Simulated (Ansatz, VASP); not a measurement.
**C: VASP beside Ansatz**

POSCAR

```
C
1.0
    0.0000000000     -4.2535130786      0.0000000000
   -2.4558424086     -2.1267565393     -3.5617636578
    2.4558424086     -2.1267565393     -3.5617636578
C
8
Direct
    0.8249840398      0.4928017899      0.5071982101
    0.8332960723      0.0000000000      0.0000000000
    0.3332960723      0.7500000000      0.2500000000
    0.3332960723      0.2500000000      0.7500000000
    0.1667039277      0.5000000000      0.5000000000
    0.1667039277      0.0000000000      1.0000000000
    0.6667039277      0.7500000000      0.2500000000
    0.6667039277      0.2500000000      0.7500000000
```

The input INCAR.step1:

```
ALGO     = Normal         # electronic algorithm
EDIFF    = 1E-4           # SCF threshold, eV
ENCUT    = 520            # plane-wave cutoff, eV
GGA      = PE             # functional
ISMEAR   = 0              # smearing method
LASPH    = T              # aspherical terms in the spheres
LCHARG   = F              # write CHGCAR
LREAL    = F              # projectors in reciprocal space
LWAVE    = T              # write WAVECAR
NBANDS   = 26             # bands
NELM     = 80             # most SCF steps
PREC     = Accurate       # precision mode
SIGMA    = 0.05           # smearing width, eV
```

The input INCAR.step2:

```
ALGO     = Normal         # electronic algorithm
EDIFF    = 1E-6           # SCF threshold, eV
ENCUT    = 520            # plane-wave cutoff, eV
ISIF     = 2              # what is computed and relaxed
ISMEAR   = 0              # smearing method
ISTART   = 1            
LASPH    = T              # aspherical terms in the spheres
LCHARG   = F              # write CHGCAR
LMIXTAU  = T            
LREAL    = F              # projectors in reciprocal space
LWAVE    = F              # write WAVECAR
METAGGA  = R2SCAN         # meta-GGA
NBANDS   = 26             # bands
NELM     = 80             # most SCF steps
PREC     = Accurate       # precision mode
SIGMA    = 0.05           # smearing width, eV
```

KPOINTS

```
k-points
0
Gamma
  8 8 8
```

Input for Ansatz:

```yaml
crystal:
  lattice:
    - [0.0, -4.2535130786, 0.0]
    - [-2.4558424086, -2.1267565393, -3.5617636578]
    - [2.4558424086, -2.1267565393, -3.5617636578]
  atoms:
    - { symbol: C, position: [0.8249840398, 0.4928017899, 0.5071982101] }
    - { symbol: C, position: [0.8332960723, 0.0, 0.0] }
    - { symbol: C, position: [0.3332960723, 0.75, 0.25] }
    - { symbol: C, position: [0.3332960723, 0.25, 0.75] }
    - { symbol: C, position: [0.1667039277, 0.5, 0.5] }
    - { symbol: C, position: [0.1667039277, 0.0, 1.0] }
    - { symbol: C, position: [0.6667039277, 0.75, 0.25] }
    - { symbol: C, position: [0.6667039277, 0.25, 0.75] }
basis:
  ecutwfc: 500
kpoints:
  mp_grid: { grid: [8, 8, 8] }
hamiltonian:
  xc: r2scan
scf:
  occupations: { method: gaussian, width: 0.05 }
output:
  forces: true
  stress: true
  eigenvalues: true
```

Alike in both runs: task single point; functional r2SCAN; k mesh 8 × 8 × 8; occupations gaussian, width 0.05 eV; no spin polarisation.

|  | VASP | Ansatz |
| --- | --- | --- |
| version | VASP 6.6.1 | Ansatz 0.2.0 |
| potentials or method | VASP PAW PBE potentials, release 64 (C), cutoff 520 eV | scalar-relativistic, plane waves, PAW |
| valence electrons in the cell | 32 | 32 |

|  | VASP | Ansatz | Ansatz less VASP |
| --- | --- | --- | --- |
| gap on the k mesh at the Fermi level (eV) | 0.06 | 0.06 | -0.001 |
| least direct gap on the mesh (eV) | 0.19 | 0.19 | 0.000 |
| pressure (GPa) | 1.0 | 0.3 | -0.64 |
| traceless stress, the component that is largest in VASP (GPa) | 1.32 | 0.92 | -0.397 |
| rms of the force components (eV/Å) | 0.786 | 0.784 | -0.0027 |

VASP's potentials were made for PBE, not for r2SCAN. Atom by atom the forces differ by 0.004 eV/Å (rms over components). The functional is the same, so the differences come from potentials, cutoffs and numerics.
